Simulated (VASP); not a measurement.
Te2Mo, 6 atoms in the cell. The structure is hexagonal, space group P6_3/mmc (No. 194). Conventional cell: a = 3.494 Å, b = 3.494 Å, c = 14.359 Å, α = 90.00°, β = 90.00°, γ = 120.00°. Te (site symmetry 3m) has 3 Mo at 2.74 Å and 6 Te at 3.49 Å within 3.6 Å. Within 3.6 Å of Mo (site symmetry -6m2) lie 6 Te at 2.74 Å and 6 Mo at 3.49 Å.  This cell differs from its parent crystal: strain +0.000 along x and y, +0.025 along z.

- Program: VASP 6.6.1
- Task: single point
- Functional: PBEsol
- Potentials or basis: VASP PAW PBE potentials, release 64 (Te, Mo_sv)
- Cutoff: 520 eV
- k mesh: 12 × 12 × 2
- Occupations: gaussian, width 0.05 eV
- Spin: no spin polarisation
- Dipole correction: no
- Further INCAR settings: ALGO = Normal; EDIFF = 1e-07; NBANDS = 35

Potentials or basis: VASP PAW PBE potentials, release 64 (Te, Mo_sv).

Run with:

```console
$ cat potpaw_PBE.64/Te/POTCAR potpaw_PBE.64/Mo_sv/POTCAR > POTCAR
$ mpirun -np 1 vasp_std > vasp.out
```

Hardware: 1 thread of Intel(R) Xeon(R) Platinum 8488C (Sapphire Rapids), with other jobs on the host.

Estimate the wall time of this run.

Run time: 3.1 min on 1 thread of Intel(R) Xeon(R) Platinum 8488C (Sapphire Rapids) (shared host), peak memory 0.37 GiB. Counts: scf iterations 18, k points 38.
